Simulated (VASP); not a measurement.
# Au (Fm-3m) in VASP: a series of runs

Au is run at these levels: r2SCAN; tasks: single point, relaxation of cell and atoms.

Everything below comes from runs of VASP 6.6.1. Logs are shortened: lines on timing, memory, paths and dates and some standing lists are left out, and cuts for length are marked.

**1. The cell of the first run**

Symmetry: Fm-3m, No. 225, cubic system. Conventional cell: a = 4.230 Å, b = 4.230 Å, c = 4.230 Å, α = 90.00°, β = 90.00°, γ = 90.00°. Within 3.9 Å of Au (site symmetry m-3m) lie 12 Au at 2.99 Å.

**2. Single point, r2SCAN (volume scaled by 1.08)**

File POSCAR:

```
Au
1.0
    0.0000000000      2.1150945406      2.1150945406
    2.1150945406      0.0000000000      2.1150945406
    2.1150945406      2.1150945406      0.0000000000
Au
1
Direct
    0.0000000000      0.0000000000      0.0000000000
```

File INCAR.step1:

```
SYSTEM = Au
PREC = Accurate
ENCUT = 520
ISMEAR = -1
SIGMA = 0.1
LREAL = .False.
LASPH = .True.
NELM = 80
NBANDS = 12
GGA = PE
ALGO = Normal
EDIFF = 1E-4
LWAVE = .True.
LCHARG = .False.
```

File INCAR.step2:

```
SYSTEM = Au
PREC = Accurate
ENCUT = 520
EDIFF = 1E-6
ISMEAR = -1
SIGMA = 0.1
LREAL = .False.
LASPH = .True.
NELM = 80
ALGO = Normal
ISIF = 2
LWAVE = .False.
LCHARG = .False.
METAGGA = R2SCAN
LMIXTAU = .True.
NBANDS = 12
ISTART = 1
```

File KPOINTS:

```
regular mesh
0
Gamma
  22 22 22
  0 0 0
```

Potentials or basis: VASP PAW PBE potentials, release 64 (Au).

Started as:

```sh
> cat potpaw_PBE.64/Au/POTCAR > POTCAR
> cp INCAR.step1 INCAR
> mpirun -np 1 vasp_std > vasp.out
> cp INCAR.step2 INCAR
> mpirun -np 1 vasp_std > vasp.out
```

OUTCAR:

```text
SYSTEM = Au
   PREC = Accurate
   ENCUT = 520
   EDIFF = 1E-6
   ISMEAR = -1
   LREAL = .False.
   LASPH = .True.
   NELM = 80
   ISIF = 2
   METAGGA = R2SCAN
   ISTART = 1

 ion  position               nearest neighbor table
   1  0.000  0.000  0.000-

  LATTYP: Found a face centered cubic cell.
 ALAT       =     4.2301890812

  Lattice vectors:

 A1 = (   0.0000000000,   2.1150945406,   2.1150945406)
 A2 = (   2.1150945406,   0.0000000000,   2.1150945406)
 A3 = (   2.1150945406,   2.1150945406,   0.0000000000)

Analysis of symmetry for initial positions (statically):
=====================================================================
 Subroutine PRICEL returns:
 Original cell was already a primitive cell.

 Routine SETGRP: Setting up the symmetry group for a
 face centered cubic supercell.

 Subroutine GETGRP returns: Found 48 space group operations
 (whereof 48 operations were pure point group operations)
 out of a pool of 48 trial point group operations.

The static configuration has the point symmetry O_h .

Analysis of symmetry for dynamics (positions and initial velocities):
=====================================================================
 Subroutine PRICEL returns:
 Original cell was already a primitive cell.

 Routine SETGRP: Setting up the symmetry group for a
 face centered cubic supercell.

 Subroutine GETGRP returns: Found 48 space group operations
 (whereof 48 operations were pure point group operations)
 out of a pool of 48 trial point group operations.

The dynamic configuration has the point symmetry O_h .

 Subroutine INISYM returns: Found 48 space group operations
 (whereof 48 operations are pure point group operations),
 and found     1 'primitive' translations

----------------------------------------------------------------------------------------

                                     Primitive cell

  volume of cell :      18.9243

  direct lattice vectors                    reciprocal lattice vectors
     0.000000000  2.115094541  2.115094541    -0.236396052  0.236396052  0.236396052
     2.115094541  0.000000000  2.115094541     0.236396052 -0.236396052  0.236396052
     2.115094541  2.115094541  0.000000000     0.236396052  0.236396052 -0.236396052

  length of vectors
     2.991195385  2.991195385  2.991195385     0.409449974  0.409449974  0.409449974

  position of ions in fractional coordinates (direct lattice)
     0.000000000  0.000000000  0.000000000

  ion indices of the primitive-cell ions
   primitive index   ion index
                 1           1

----------------------------------------------------------------------------------------

 KPOINTS: regular mesh

Automatic generation of k-mesh.
 Grid dimensions read from file:
 generate k-points for:   22   22   22

 Generating k-lattice:

  Cartesian coordinates                     Fractional coordinates (reciprocal lattice)
    -0.010745275  0.010745275  0.010745275     0.045454545  0.000000000  0.000000000
     0.010745275 -0.010745275  0.010745275     0.000000000  0.045454545  0.000000000
     0.010745275  0.010745275 -0.010745275     0.000000000  0.000000000  0.045454545

  Length of vectors
     0.018611362  0.018611362  0.018611362

  Shift w.r.t. Gamma in fractional coordinates (k-lattice)
     0.000000000  0.000000000  0.000000000

 Subroutine IBZKPT returns following result:
 ===========================================

 Found    328 irreducible k-points:

 Following reciprocal coordinates:
            Coordinates               Weight
  0.000000  0.000000  0.000000      1.000000
  0.045455  0.000000  0.000000      8.000000
  0.090909  0.000000  0.000000      8.000000
  0.136364  0.000000  0.000000      8.000000
  0.181818  0.000000  0.000000      8.000000
  0.227273  0.000000  0.000000      8.000000
[... 16 lines left out ...]
  0.500000  0.045455  0.000000     24.000000
 -0.454545  0.045455  0.000000     24.000000
 [... further k-points ...]
   k-points           NKPTS =    328   k-points in BZ     NKDIM =    328   number of bands    NBANDS=     12
   number of dos      NEDOS =    301   number of ions     NIONS =      1
   total plane-waves  NPLWV =  13824
   dimension x,y,z NGX =    24 NGY =   24 NGZ =   24
   dimension x,y,z NGXF=    48 NGYF=   48 NGZF=   48
   ions per type =               1
   NGX,Y,Z   is equivalent  to a cutoff of  13.34, 13.34, 13.34 a.u.
   NGXF,Y,Z  is equivalent  to a cutoff of  26.68, 26.68, 26.68 a.u.
 SYSTEM =  Au
   PREC   = accura    normal or accurate (medium, high low for compatibility)
   ISTART =      1    job   : 0-new  1-cont  2-samecut
   ICHARG =      0    charge: 1-file 2-atom 10-const
   ISPIN  =      1    spin polarized calculation?
   LNONCOLLINEAR =      F non collinear calculations
   LSORBIT =      F    spin-orbit coupling
   LASPH  =      T    aspherical Exc in radial PAW
   ENCUT  =  520.0 eV  38.22 Ry    6.18 a.u.   5.56  5.56  5.56*2*pi/ulx,y,z
   NELM   =     80;   NELMIN=  2; NELMDL=  0     # of ELM steps
   EDIFF  = 0.1E-05   stopping-criterion for ELM
   LREAL  =      F    real-space projection
   EDIFFG = 0.1E-04   stopping-criterion for IOM
   NSW    =      0    number of steps for IOM
   IBRION =     -1    ionic relax: 0-MD 1-quasi-New 2-CG
   NFREE  =      0    steps in history (QN), initial steepest desc. (CG)
   ISIF   =      2    stress and relaxation
   ISYM   =      2    0-nonsym 1-usesym 2-fastsym
   POTIM  = 0.5000    time-step for ionic-motion
   TEBEG  =    0.0;   TEEND  =   0.0 temperature during run
   PSTRESS=    0.0 pullay stress
   NELECT =      11.0000    total number of electrons
   NUPDOWN=      -1.0000    fix difference up-down
   EMIN   =  10.00;   EMAX   =-10.00  energy-range for DOS
   EFERMI =   0.00;   METHOD = LEGACY
   ISMEAR =    -1;   SIGMA  =   0.10  broadening in eV -4-tet -1-fermi 0-gaus
   EFERMI_NEDOS =   21; number of points for ismear=-14 and -15
   IALGO  =     38    algorithm
   IMIX   =      4    mixing-type and parameters
     AMIX     =   0.40;   BMIX     =  1.00
     AMIX_MAG =   1.60;   BMIX_MAG =  1.00
  volume/ion in A,a.u.               =      18.92       127.71
  Fermi-wavevector in a.u.,A,eV,Ry     =   1.366258  2.581853 25.397451  1.866660
  Thomas-Fermi vector in A             =   2.492414
   LORBIT       =      0    0 simple, 1 ext, 2 COOP (PROOUT), +10 PAW based schemes
   METAGGA = R2SCAN    functional components
   LHFCALC =     F    Hartree Fock is set to
   AEXX    =    0.0000 exact exchange contribution
   IVDW    =     0    specifies the selected vdW correction
   LEPSILON=     F    determine dielectric tensor
   LRPA    =     F    only Hartree local field effects (RPA)
 non-spin polarized calculation
  energy-cutoff  :      520.00
  volume of cell :       18.92
 maximum number of plane-waves:       532
   NGX = 11   NGY = 11   NGZ = 11

 number of electron      10.9999999 magnetization

 Free energy of the ion-electron system (eV)
  ---------------------------------------------------
  ext. energy  EPLUGINS =         0.00000000
  ---------------------------------------------------
  free energy    TOTEN  =       -50.55878126 eV

  energy without entropy =      -50.55046472  energy(sigma->0) =      -50.55462299

 E-fermi :   7.6949     XC(G=0): -12.8946

 val. band max:        7.6948155315   @ k =   0.4545   0.3636   0.0000
 cond. band min:       7.7845010251   @ k =   0.5000   0.3182   0.0909
 fundamental gap:      0.0896854936
 Fermi energy:         7.6948562653

 k-point     1 :       0.0000    0.0000    0.0000
  band No.  band energies     occupation
      1      -1.3046      2.00000
      2       3.2739      2.00000
      3       3.2739      2.00000
      4       3.2739      2.00000
      5       4.5426      2.00000
      6       4.5426      2.00000
      7      23.0864      0.00000
      8      26.5210      0.00000
      9      26.5210      0.00000
     10      26.5210      0.00000
     11      31.4368      0.00000
     12      34.8823      0.00000

 k-point     2 :       0.0455    0.0000    0.0000
  band No.  band energies     occupation
      1      -1.2363      2.00000
      2       3.2547      2.00000
      3       3.2961      2.00000
      4       3.2961      2.00000
      5       4.5333      2.00000
      6       4.5333      2.00000
      7      23.1520      0.00000
      8      26.0041      0.00000
      9      26.5840      0.00000
     10      26.5840      0.00000
     11      31.8155      0.00000
     12      33.9996      0.00000

 k-point     3 :       0.0909    0.0000    0.0000
  band No.  band energies     occupation
      1      -1.0349      2.00000
      2       3.2036      2.00000
      3       3.3569      2.00000
      4       3.3569      2.00000
      5       4.5117      2.00000
      6       4.5117      2.00000
      7      23.2875      0.00000
      8      24.8556      0.00000
      9      26.7611      0.00000
     10      26.7611      0.00000
     11      31.6844      0.00000
     12      33.6140      0.00000
[... 286 lines left out ...]
 k-point    23 :       0.5000    0.0455    0.0000
  band No.  band energies     occupation
      1       1.0692      2.00000
      2       3.2136      2.00000
      3       3.2796      2.00000
      4       5.3492      2.00000
      5       5.5846      2.00000
      6       7.5601      1.58733
      7      10.4009      0.00000
      8      22.5741      0.00000
      9      24.4495      0.00000
     10      24.5622      0.00000
     11      32.0674      0.00000
     12      32.1419      0.00000

 k-point    24 :      -0.4545    0.0455    0.0000
  band No.  band energies     occupation
      1       1.0702      2.00000
      2       3.2231      2.00000
      3       3.2794      2.00000
      4       5.3619      2.00000
      5       5.5279      2.00000
      6       7.3527      1.93673
      7      10.6657      0.00000
      8      22.5881      0.00000
      9      24.3119      0.00000
     10      24.7976      0.00000
     11      32.0300      0.00000
     12      32.0598      0.00000

 [... further k-points ...]

------------------------ aborting loop because EDIFF is reached ----------------------------------------

  FORCE on cell =-STRESS in cart. coord.  units (eV):
  Direction    XX          YY          ZZ          XY          YZ          ZX
  --------------------------------------------------------------------------------------
  -------------------------------------------------------------------------------------
  Total       -1.0849484     -1.0849484     -1.0849484      0.0000000      0.0000000     -0.0000000
  in kB      -91.8544770    -91.8544770    -91.8544770      0.0000000      0.0000000     -0.0000000
  external PRESSURE =     -91.8544770 kB  Pullay stress =       0.0000000 kB

 VOLUME and BASIS-vectors are now :
 -----------------------------------------------------------------------------
  energy-cutoff  :      520.00
  volume of cell :       18.92
      direct lattice vectors                 reciprocal lattice vectors
     0.000000000  2.115094541  2.115094541    -0.236396052  0.236396052  0.236396052
     2.115094541  0.000000000  2.115094541     0.236396052 -0.236396052  0.236396052
     2.115094541  2.115094541  0.000000000     0.236396052  0.236396052 -0.236396052

 POSITION                                       TOTAL-FORCE (eV/Angst)
 -----------------------------------------------------------------------------------
      0.00000      0.00000      0.00000         0.000000      0.000000      0.000000
 -----------------------------------------------------------------------------------
    total drift:                               -0.000000      0.000000     -0.000000

  FREE ENERGIE OF THE ION-ELECTRON SYSTEM (eV)
  ---------------------------------------------------
  free  energy   TOTEN  =       -50.5587812593 eV

  energy  without entropy=      -50.5504647172  energy(sigma->0) =      -50.55462299
```

It took 4.8 min on 1 thread of Intel Xeon 8259CL, shared host; peak memory 0.2 GiB.

Results:

```yaml
Free_energy: -50.5588 eV
Pressure: -9.2 GPa
```

Levels at points of the mesh, in eV from the Fermi level:
| k point | band 4 | band 5 | band 6 | band 7 | band 8 | band 9 |
| --- | --- | --- | --- | --- | --- | --- |
| (0.00, 0.00, 0.00) | -4.42 | -3.15 | -3.15 | 15.39 | 18.83 | 18.83 |
| (0.50, 0.00, 0.00) | -2.11 | -2.11 | -0.32 | 2.61 | 14.84 | 17.04 |
| (0.50, 0.50, 0.00) | -1.83 | -1.83 | 1.48 | 5.16 | 10.18 | 10.18 |

Caveat: the PAW data sets were made with another functional, which shifts forces and pressure a little; spin-orbit coupling is left out, which moves the levels of the heavy elements.

**3. Single point, r2SCAN (volume scaled by 1.12)**

File POSCAR:

```
Au
1.0
    0.0000000000      2.1408909188      2.1408909188
    2.1408909188      0.0000000000      2.1408909188
    2.1408909188      2.1408909188      0.0000000000
Au
1
Direct
    0.0000000000      0.0000000000      0.0000000000
```

File INCAR.step1:

```
ALGO = Normal
EDIFF = 1E-4
ENCUT = 520
GGA = PE
ISMEAR = -1
LASPH = T
LCHARG = F
LREAL = F
LWAVE = T
NBANDS = 12
NELM = 80
PREC = Accurate
SIGMA = 0.1
```

File INCAR.step2:

```
ALGO = Normal
EDIFF = 1E-7
ENCUT = 520
ISIF = 2
ISMEAR = -1
ISTART = 1
LASPH = T
LCHARG = F
LMIXTAU = T
LREAL = F
LWAVE = F
METAGGA = R2SCAN
NBANDS = 12
NELM = 80
PREC = Accurate
SIGMA = 0.1
```

File KPOINTS:

```
k-points
0
Gamma
  22 22 22
```

Potentials or basis: VASP PAW PBE potentials, release 64 (Au).

Started as:

```sh
> cat potpaw_PBE.64/Au/POTCAR > POTCAR
> cp INCAR.step1 INCAR
> mpirun -np 1 vasp_std > vasp.out
> cp INCAR.step2 INCAR
> mpirun -np 1 vasp_std > vasp.out
```

Wall time 5.5 min (1 thread of Intel Xeon 8259CL, shared host); peak memory 0.21 GiB.

The run converged. Its results:

```
Free energy : -50.5119 eV
Pressure    : -12.3 GPa
```

Levels at points of the mesh, in eV from the Fermi level:
```tsv
k point	band 3	band 4	band 5	band 6	band 7	band 8	band 9	band 10
(0.00, 0.00, 0.00)	-4.26	-4.26	-3.07	-3.07	15.39	18.59	18.59	18.59
(0.50, 0.00, 0.00)	-4.29	-2.10	-2.10	-0.16	2.43	14.82	16.73	16.73
(0.50, 0.50, 0.00)	-2.15	-1.83	-1.83	1.58	4.88	10.05	10.05	16.48
```

Caveat: the PAW data sets were made with another functional, which shifts forces and pressure a little; spin-orbit coupling is left out, which moves the levels of the heavy elements.

(Continued in part 2 of 2.)
